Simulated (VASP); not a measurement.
# W (Im-3m) in VASP: notebook, part 2 of 2

VASP 6.6.1. Earlier steps stand in the parts before.

## 4. Relaxation of cell and atoms, r2SCAN

POSCAR reads:

```
W
1.0
   -1.6007500000      1.6007500000      1.6007500000
    1.6007500000     -1.6007500000      1.6007500000
    1.6007500000      1.6007500000     -1.6007500000
W
1
Direct
    0.0000000000      0.0000000000      0.0000000000
```

INCAR.step1 reads:

```
SYSTEM = W
PREC = Accurate ; ENCUT = 600
ISMEAR = 0 ; SIGMA = 0.1
LREAL = .False. ; LASPH = .True.
NELM = 80 ; GGA = PE
ALGO = Normal ; EDIFF = 1E-4
LWAVE = .True. ; LCHARG = .False.
```

INCAR.step2 reads:

```
SYSTEM = W
PREC = Accurate ; ENCUT = 600
EDIFF = 1E-7 ; ISMEAR = 0
SIGMA = 0.1 ; LREAL = .False.
LASPH = .True. ; NELM = 80
ALGO = Normal ; ISIF = 3
LWAVE = .False. ; LCHARG = .False.
METAGGA = R2SCAN ; LMIXTAU = .True.
IBRION = 2 ; NSW = 100
EDIFFG = -0.05 ; ISTART = 1
```

KPOINTS reads:

```
Automatic mesh
0
Gamma
  8 8 8
  0 0 0
```

Potentials or basis: VASP PAW PBE potentials, release 64 (W_sv).

Run with:

```sh
$ cat potpaw_PBE.64/W_sv/POTCAR > POTCAR
$ cp INCAR.step1 INCAR
$ mpirun -np 1 vasp_std > vasp.out
$ cp INCAR.step2 INCAR
$ mpirun -np 1 vasp_std > vasp.out
```

OUTCAR:

```text
SYSTEM = W
   PREC = Accurate
   ENCUT = 600
   EDIFF = 1E-7
   ISMEAR = 0
   LREAL = .False.
   LASPH = .True.
   NELM = 80
   ISIF = 3
   METAGGA = R2SCAN
   IBRION = 2
   NSW = 100
   EDIFFG = -0.05
   ISTART = 1

 ion  position               nearest neighbor table
   1  0.000  0.000  0.000-

  LATTYP: Found a body centered cubic cell.
 ALAT       =     3.2015000000

  Lattice vectors:

 A1 = (  -1.6007500000,   1.6007500000,   1.6007500000)
 A2 = (   1.6007500000,  -1.6007500000,   1.6007500000)
 A3 = (   1.6007500000,   1.6007500000,  -1.6007500000)

Analysis of symmetry for initial positions (statically):
=====================================================================
 Subroutine PRICEL returns:
 Original cell was already a primitive cell.

 Routine SETGRP: Setting up the symmetry group for a
 body centered cubic supercell.

 Subroutine GETGRP returns: Found 48 space group operations
 (whereof 48 operations were pure point group operations)
 out of a pool of 48 trial point group operations.

The static configuration has the point symmetry O_h .

[... 170 lines left out ...]
  external PRESSURE =     -80.7362762 kB  Pullay stress =       0.0000000 kB
[... 57 lines left out ...]
--------------------------------------- Ionic step        3  -------------------------------------------

 number of electron      14.0000002 magnetization

 Free energy of the ion-electron system (eV)
  ---------------------------------------------------
  ext. energy  EPLUGINS =         0.00000000
  ---------------------------------------------------
  free energy    TOTEN  =       -51.35853662 eV

  energy without entropy =      -51.35853658  energy(sigma->0) =      -51.35853660

 E-fermi :  10.9684     XC(G=0): -14.8970

 val. band max:       10.6345907368   @ k =   0.1250   0.0000   0.0000
 cond. band min:      11.3145066229   @ k =  -0.2500   0.2500   0.1250
 fundamental gap:      0.6799158861
 Fermi energy:        10.9684494716

 k-point     1 :       0.0000    0.0000    0.0000
  band No.  band energies     occupation
      1     -64.9597      2.00000
      2     -27.8344      2.00000
      3     -27.8344      2.00000
      4     -27.8344      2.00000
      5       1.0809      2.00000
      6       9.8916      2.00000
      7       9.8916      2.00000
      8       9.8916      2.00000
      9      13.7124      0.00000
     10      13.7124      0.00000
     11      26.3923      0.00000
[... 309 lines left out ...]
 k-point    24 :      -0.3750    0.3750    0.2500
  band No.  band energies     occupation
      1     -64.7793      2.00000
      2     -28.8295      2.00000
      3     -28.4546      2.00000
      4     -28.3313      2.00000
      5       6.4622      2.00000
      6       7.2859      2.00000
      7      10.5837      2.00000
      8      11.4452      0.00000
      9      14.9734      0.00000
     10      15.7744      0.00000
     11      25.3614      0.00000

 [... further k-points ...]

------------------------ aborting loop because EDIFF is reached ----------------------------------------

  FORCE on cell =-STRESS in cart. coord.  units (eV):
  Direction    XX          YY          ZZ          XY          YZ          ZX
  --------------------------------------------------------------------------------------
  -------------------------------------------------------------------------------------
  Total       -0.0349959     -0.0349959     -0.0349959      0.0000000      0.0000000     -0.0000000
  in kB       -3.5047272     -3.5047272     -3.5047272      0.0000000      0.0000000     -0.0000000
  external PRESSURE =      -3.5047272 kB  Pullay stress =       0.0000000 kB
[... 16 lines left out ...]
  FREE ENERGIE OF THE ION-ELECTRON SYSTEM (eV)
  ---------------------------------------------------
  free  energy   TOTEN  =       -51.3585366180 eV

  energy  without entropy=      -51.3585365751  energy(sigma->0) =      -51.35853660

 reached required accuracy - stopping structural energy minimisation
```

OSZICAR.step1:

```text
N       E                     dE             d eps       ncg     rms          rms(c)
DAV:   1     0.809824455459E+02    0.80982E+02   -0.85135E+03   638   0.159E+03
DAV:   2    -0.119464168511E+02   -0.92929E+02   -0.89876E+02   680   0.352E+02
DAV:   3    -0.135759992441E+02   -0.16296E+01   -0.16006E+01   728   0.451E+01
DAV:   4    -0.135872737512E+02   -0.11275E-01   -0.11268E-01   686   0.382E+00
DAV:   5    -0.135873506875E+02   -0.76936E-04   -0.76937E-04   714   0.351E-01    0.196E+01
DAV:   6    -0.130873062792E+02    0.50004E+00   -0.60710E-01   683   0.103E+01    0.764E+00
DAV:   7    -0.129576864599E+02    0.12962E+00   -0.32054E-01   689   0.699E+00    0.726E-01
DAV:   8    -0.129533597219E+02    0.43267E-02   -0.37222E-03   656   0.892E-01    0.921E-02
DAV:   9    -0.129533755548E+02   -0.15833E-04   -0.78789E-05   408   0.124E-01
   1 F= -.12953376E+02 E0= -.12953375E+02  d E =-.181663E-05
```

Wall time 88 s (1 thread of Intel Xeon Platinum 8259CL at 2.50GHz (Skylake/Cascade Lake), shared host); peak memory 0.16 GiB.

Results:

| Item | Value |
| --- | --- |
| Free energy | -51.3585 eV |
| Relaxed volume | 16.00 Å³/atom |
| Relaxed cell | a = 2.749 Å, b = 2.749 Å, c = 2.749 Å, α = 109.47°, β = 109.47°, γ = 109.47° |
| Space group after relaxing (to 0.05 Å) | Im-3m (No. 229) |
| Energy gained by relaxing | 11.0 meV/atom |
| Ionic steps | 3 |
| Pressure after relaxing | -0.4 GPa |
| Band gap on the k mesh | zero (band 7 reaches 16.43 eV, above the bottom of band 8 at 9.89 eV) |

The path:
| step | energy change (eV) | largest force (eV/Å) | pressure (GPa) | volume (Å³) |
| --- | --- | --- | --- | --- |
| 1 | 0.0000 | 0.0000 | -8.07 | 16.41 |
| 2 | 0.1485 | 0.0000 | 38.09 | 14.52 |
| 3 | -0.0110 | 0.0000 | -0.35 | 16.00 |

Final structure:
```yaml
crystal:
  lattice:
    - [-1.58735, 1.58735, 1.58735]
    - [1.58735, -1.58735, 1.58735]
    - [1.58735, 1.58735, -1.58735]
  atoms:
    - { symbol: W, position: [0.00000, 0.00000, 0.00000] }
```

Caveat: the PAW data sets were made with another functional, which shifts forces and pressure a little; spin-orbit coupling is left out, which moves the levels of the heavy elements.

## 5. The runs side by side

| task | cell | cutoff (eV) | gap on the mesh (eV) | pressure (GPa) |
| --- | --- | --- | --- | --- |
| single point | a = 2.773 Å, angles 109.5°, 1 atom | 520 | none | -8.1 |
| single point | a = 2.745 Å, angles 109.5°, 1 atom | 520 | none | 1.1 |
| relaxation of cell and atoms | relaxed from a = 2.773 Å, angles 109.5°, 1 atom | 600 | none | -0.4 |

Alike in all rows: level r2SCAN; potentials or basis VASP PAW PBE potentials, release 64 (W_sv); no spin polarisation; k mesh 8 × 8 × 8; smearing gaussian 0.1 eV.

Caveats: the PAW data sets were made with another functional, which shifts forces and pressure a little; spin-orbit coupling is left out, which moves the levels of the heavy elements.

Total energies depend on the potentials used, so only differences within one code and one set of settings carry meaning.
